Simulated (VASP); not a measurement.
Runs of VASP 6.6.1 on AlCo. The structure is that of space group Pm-3m (No. 221), or close to it. The cells are those of the table. 

```tsv
level	cell	gap on the mesh (eV)	pressure (GPa)
r2SCAN	a = 4.007, b = 4.007, c = 2.829 Å, angles 44.9, 135.1, 120.0°, 2 atoms	none	-1.3
PBE	a = 4.007, b = 4.007, c = 2.826 Å, angles 44.9, 135.1, 120.0°, 2 atoms	none	(a)
PBE	a = 4.007, b = 4.007, c = 2.843 Å, angles 45.2, 134.8, 120.0°, 2 atoms	none	1.6
r2SCAN	a = 4.007, b = 4.007, c = 2.826 Å, angles 44.9, 135.1, 120.0°, 2 atoms	none	-0.7
```

Alike in all rows: task single point; potentials or basis VASP PAW PBE potentials, release 64 (Al, Co); no spin polarisation; k mesh 9 × 9 × 21; cutoff (eV) 520; smearing gaussian 0.1 eV.

Task: Fill in the values left out.

Result: (a) 4.9.

Caveats: the PAW data sets were made with another functional, which shifts forces and pressure a little (some runs).

A gap of «none» marks levels without a gap at the run's occupations.
